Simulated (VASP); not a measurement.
## Ge2H: single point with PBE+D3(BJ)

Slab: Ge2H, a slab with vacuum.

```
Ge H
1.0
     8.06015    0.00000    0.00000
    -4.03007    6.98029    0.00000
     0.00000    0.00000   25.62806
Ge H
16 8
Direct
  0.66667 0.33333 0.37186
  0.66667 0.83333 0.37186
  0.16667 0.33333 0.37186
  0.16667 0.83333 0.37186
  0.50000 0.50000 0.40396
  0.50000 0.00000 0.40396
  0.00000 0.50000 0.40396
  0.00000 0.00000 0.40396
  0.99625 0.50374 0.49964
  0.99626 0.99250 0.49964
  0.50750 0.50375 0.49964
  0.50000 0.00000 0.49940
  0.83333 0.66667 0.53982
  0.83592 0.16795 0.52968
  0.33203 0.66408 0.52968
  0.33205 0.16797 0.52968
  0.66591 0.33189 0.31115
  0.66598 0.83409 0.31115
  0.16667 0.33333 0.31096
  0.16811 0.83402 0.31115
  0.83333 0.66667 0.64891
  0.83337 0.16658 0.59033
  0.33320 0.66663 0.59033
  0.33342 0.16680 0.59033
```

* Program: VASP 6.6.1
* Task: single point
* Functional: PBE
* Dispersion: D3(BJ)
* Potentials or basis: VASP PAW PBE potentials, release 64 (Ge_d, H)
* Cutoff: 520 eV
* k mesh: 3 × 3 × 1
* Occupations: gaussian, width 0.1 eV
* Spin: no spin polarisation
* Dipole correction: yes
* Further INCAR settings: LREAL = Auto; ALGO = Normal; EDIFF = 1e-06; NBANDS = 134

The largest force is 1.654 eV/Å. The dispersion energy per atom is -0.149 eV.

Forces on the atoms (eV/Å):
```
Ge   0.000 -0.051  0.102
Ge  -0.044  0.026  0.102
Ge   0.000  0.000  0.252
Ge   0.044  0.025  0.102
Ge   0.223  0.129 -0.212
Ge   0.000  0.000 -0.125
Ge  -0.223  0.129 -0.212
Ge   0.000 -0.258 -0.212
Ge   0.268 -0.155  0.355
Ge   0.000  0.310  0.355
Ge  -0.269 -0.155  0.355
Ge   0.000  0.000  0.087
Ge   0.000  0.000  0.688
Ge  -0.073 -0.043  0.003
Ge   0.000  0.085  0.003
Ge   0.073 -0.042  0.003
H    0.000  0.021  0.031
H    0.018 -0.011  0.031
H    0.000  0.000  0.083
H   -0.018 -0.010  0.031
H    0.000  0.000 -1.654
H    0.015  0.010 -0.057
H    0.001 -0.018 -0.057
H   -0.016  0.008 -0.057
```

Levels at points of the mesh, in eV from the Fermi level:
```tsv
k point	band 112	band 113	band 114	band 115	band 116	band 117	band 118	band 119	band 120	band 121
(0.00, 0.00, 0.00)	-1.46	-0.79	-0.79	-0.05	-0.05	0.00	0.66	1.03	1.34	1.34
```

Run time: 19 min on 1 thread of Intel(R) Xeon(R) 6975P-C (Granite Rapids), on a shared host, peak memory 1.3 GiB.
